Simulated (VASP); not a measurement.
Write the native input for VASP 6.6.1 that does the following.

| Quantity | Value |
| --- | --- |
| Task | single point |
| Functional | PBEsol |
| Potentials or basis | VASP PAW PBE potentials, release 64 (Al) |
| Cutoff | 520 eV |
| k mesh | 14 × 14 × 14 |
| Occupations | gaussian, width 0.15 eV |
| Spin | no spin polarisation |
| Dipole correction | no |
| Further INCAR settings | ALGO = Fast; EDIFF = 1e-07; NBANDS = 8 |

The structure of Al lies in POSCAR:

```
Al
1.0
   -1.6064390039      1.6064390039      1.6064390039
    1.6064390039     -1.6064390039      1.6064390039
    1.6064390039      1.6064390039     -1.6064390039
Al
1
Direct
    0.0000000000      0.0000000000      0.0000000000
```

This isn't the form of Al at room conditions, which is fcc.

One way to write it, as run:

INCAR

```
PREC = Accurate
ENCUT = 520
EDIFF = 1E-7
ISMEAR = 0
SIGMA = 0.15
LREAL = F
LASPH = T
NELM = 80
ALGO = Fast
ISIF = 2
LWAVE = F
LCHARG = F
GGA = PS
NBANDS = 8
```

KPOINTS

```
regular mesh
0
Gamma
  14 14 14
```

Potentials or basis: VASP PAW PBE potentials, release 64 (Al).

Command:

```sh
$ cat potpaw_PBE.64/Al/POTCAR > POTCAR
$ mpirun -np 1 vasp_std > vasp.out
```

Results of the run:

| Quantity | Value |
| --- | --- |
| Pressure | 0.2 GPa |
| Band gap on the k mesh | zero (an odd number of electrons rules out a gap without spin polarisation) |

Caveat: the PAW data sets were made with another functional, which shifts forces and pressure a little.

It took 11 s on 1 thread of Intel(R) Xeon(R) Platinum 8488C (Sapphire Rapids) (shared host), peak memory 0.14 GiB.
